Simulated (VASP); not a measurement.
Set up this calculation in VASP 6.6.1, as the native input.

```yaml
Task: single point
Functional: PBE
Potentials_or_basis: VASP PAW PBE potentials, release 64 (Os)
Cutoff: 520 eV
k_mesh: 5 × 12 × 7
Occupations: fermi-dirac, width 0.08 eV
Spin: no spin polarisation
Dipole_correction: no
Further_INCAR_settings: ALGO = Normal; EDIFF = 1e-06; NBANDS = 33
```

The structure of Os lies in POSCAR:

```
Os
1.0
   -3.8561071758      3.8561071758      3.8561071758
    0.0000000000     -1.9280535879      1.9280535879
    3.8561071758      1.9280535879      1.9280535879
Os
6
Direct
    0.0000000000      0.0000000000      0.0000000000
    0.0000000000      0.5000000000      0.5000000000
    0.3333333330      0.0000000000      0.3333333330
    0.3333333330      0.5000000000      0.8333333330
    0.6666666670      0.5000000000      0.1666666670
    0.6666666670      0.0000000000      0.6666666670
```

This isn't the form of Os at room conditions, which is hcp.

These files were run (other wordings do the same):

INCAR

```
PREC     = Accurate       # precision mode
ENCUT    = 520            # plane-wave cutoff, eV
EDIFF    = 1E-6           # SCF threshold, eV
ISMEAR   = -1             # smearing method
SIGMA    = 0.08           # smearing width, eV
LREAL    = False          # projectors in reciprocal space
LASPH    = True           # aspherical terms in the spheres
NELM     = 100            # most SCF steps
ALGO     = Normal         # electronic algorithm
ISIF     = 2              # what is computed and relaxed
LWAVE    = False          # write WAVECAR
LCHARG   = False          # write CHGCAR
GGA      = PE             # functional
NBANDS   = 33             # bands
```

KPOINTS

```
Automatic mesh
0
Gamma
  5 12 7
```

Potentials or basis: VASP PAW PBE potentials, release 64 (Os).

Command:

```sh
$ cat potpaw_PBE.64/Os/POTCAR > POTCAR
$ mpirun -np 1 vasp_std > vasp.out
```

Results of the run:

- Pressure: -0.1 GPa
- Band gap on the k mesh: zero (bands 24 and 25 overlap by 3.18 eV)

Caveat: spin-orbit coupling is left out, which moves the levels of the heavy elements.

Run time: 5.7 min on 1 thread of AMD EPYC 7R43 64-Core Processor (Zen 3) (shared host), peak memory 0.33 GiB.
